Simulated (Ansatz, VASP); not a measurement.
One calculation of Zr2N, two programs

```
CELL_PARAMETERS angstrom
5.41300 0.00000 0.00000
0.00000 5.41300 0.00000
0.00000 0.00000 3.30779
ATOMIC_POSITIONS crystal
Zr 0.29613 0.29613 0.00000
Zr 0.70387 0.70387 0.00000
Zr 0.79613 0.20387 0.50000
Zr 0.20387 0.79613 0.50000
N 0.00000 0.00000 0.00000
N 0.50000 0.50000 0.50000
```

Alike in both runs: task single point; functional r2SCAN; k mesh 6 × 6 × 10; occupations gaussian, width 0.1 eV; no spin polarisation.

|  | VASP | Ansatz |
| --- | --- | --- |
| version | VASP 6.6.1 | Ansatz 0.2.0 |
| potentials or method | VASP PAW PBE potentials, release 64 (Zr_sv, N), cutoff 520 eV | scalar-relativistic, plane waves, PAW |
| valence electrons in the cell | 58 | 58 |

VASP gave:

| Item | Value |
| --- | --- |
| gap on the k mesh at the Fermi level (eV) | none |
| pressure (GPa) | -0.1 |
| traceless stress, the component that is largest in VASP (GPa) | -0.30 |
| rms of the force components (eV/Å) | 0.006 |

Question: What did Ansatz give for the same quantities?

Answer: gap on the k mesh at the Fermi level (eV): none; pressure (GPa): -0.2; traceless stress, the component that is largest in VASP (GPa): -0.32; rms of the force components (eV/Å): 0.008.

VASP's potentials were made for PBE, not for r2SCAN. Atom by atom the forces differ by 0.002 eV/Å (rms over components). A gap of «none» marks a metal or a gap that the smearing closes.
